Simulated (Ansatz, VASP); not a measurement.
# One calculation of MgI2, two programs

File INCAR:

```
PREC = Accurate
ENCUT = 520
EDIFF = 1E-7
ISMEAR = 0
SIGMA = 0.05
LREAL = F
LASPH = T
NELM = 80
ALGO = Normal
ISIF = 2
LWAVE = F
LCHARG = F
GGA = PE
NBANDS = 15
```

File KPOINTS:

```
regular mesh
0
Gamma
  6 6 4
```

Contents of POSCAR:

```
MgI2
1.0
    4.2783111250      0.0000000000      0.0000000000
   -2.1391555625      3.7051261196      0.0000000000
    0.0000000000      0.0000000000      6.6561400000
Mg I
1 2
Direct
    0.0000000000      0.0000000000      0.0000000000
    0.3333333333      0.6666666667      0.7576300000
    0.6666666667      0.3333333333      0.2423700000
```

Input for Ansatz:

```yaml
crystal:
  lattice:
    - [4.278311125, 0.0, 0.0]
    - [-2.1391555625, 3.7051261196, 0.0]
    - [0.0, 0.0, 6.65614]
  atoms:
    - { symbol: Mg, position: [0.0, 0.0, 0.0] }
    - { symbol: I, position: [0.3333333333, 0.6666666667, 0.75763] }
    - { symbol: I, position: [0.6666666667, 0.3333333333, 0.24237] }
basis:
  ecutwfc: 420
kpoints:
  mp_grid: { grid: [6, 6, 4] }
hamiltonian:
  xc: pbe
scf:
  occupations: { method: gaussian, width: 0.05 }
output:
  forces: true
  stress: true
  eigenvalues: true
```

Change from the starting cell: strain +0.030 along x and y, -0.030 along z, atoms carried along.

Alike in both runs: task single point; functional PBE; k mesh 6 × 6 × 4; occupations gaussian, width 0.05 eV; no spin polarisation.

|  | VASP | Ansatz |
| --- | --- | --- |
| version | VASP 6.6.1 | Ansatz 0.2.0 |
| potentials or method | VASP PAW PBE potentials, release 64 (Mg, I), cutoff 520 eV | scalar-relativistic, plane waves, PAW |
| valence electrons in the cell | 16 | 44 |

Ansatz gave:

| Quantity | Value |
| --- | --- |
| gap on the k mesh at the Fermi level (eV) | 3.21 |
| least direct gap on the mesh (eV) | 3.21 |
| pressure (GPa) | 0.3 |
| traceless stress, the component that is largest in VASP (GPa) | 1.25 |
| rms of the force components (eV/Å) | 0.018 |

Problem. What did VASP give for the same quantities?

Solution. gap on the k mesh at the Fermi level (eV): 3.19; least direct gap on the mesh (eV): 3.19; pressure (GPa): 0.3; traceless stress, the component that is largest in VASP (GPa): 1.26; rms of the force components (eV/Å): 0.014.

Atom by atom the forces differ by 0.005 eV/Å (rms over components). The functional is the same, so the differences come from potentials, cutoffs and numerics. VASP's potentials hold 16 valence electrons a cell and Ansatz's 44, so a difference there can come from the potentials and not from the codes.

Spin-orbit coupling is off throughout.
